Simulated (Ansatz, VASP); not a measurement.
## GaS3: VASP beside Ansatz

```
CELL_PARAMETERS angstrom
5.20945 0.00000 0.00000
-2.60472 4.51152 0.00000
0.00000 0.00000 5.09000
ATOMIC_POSITIONS crystal
Ga 0.00000 0.00000 0.00000
S 0.50000 0.00000 0.00000
S 0.00000 0.50000 0.00000
S 0.50000 0.50000 0.00000
```

Alike in both runs: functional PBE; k mesh 6 × 6 × 4; occupations gaussian, width 0.1 eV; no spin polarisation.

Ansatz relaxed the structure, and its values are those at the end. VASP's run is a single point on that final structure, the one shown.

|  | VASP | Ansatz |
| --- | --- | --- |
| version | VASP 6.6.1 | Ansatz 0.2.0 |
| potentials or method | VASP PAW PBE potentials, release 64 (Ga_d, S), cutoff 520 eV | scalar-relativistic, plane waves, PAW |
| valence electrons in the cell | 31 | 31 |

|  | VASP | Ansatz | Ansatz less VASP |
| --- | --- | --- | --- |
| gap on the k mesh at the Fermi level (eV) | none | none | - |
| pressure (GPa) | 0.0 | 0.0 | +0.05 |

A gap of «none» marks a metal or a gap that the smearing closes. The functional is the same, so the differences come from potentials, cutoffs and numerics.
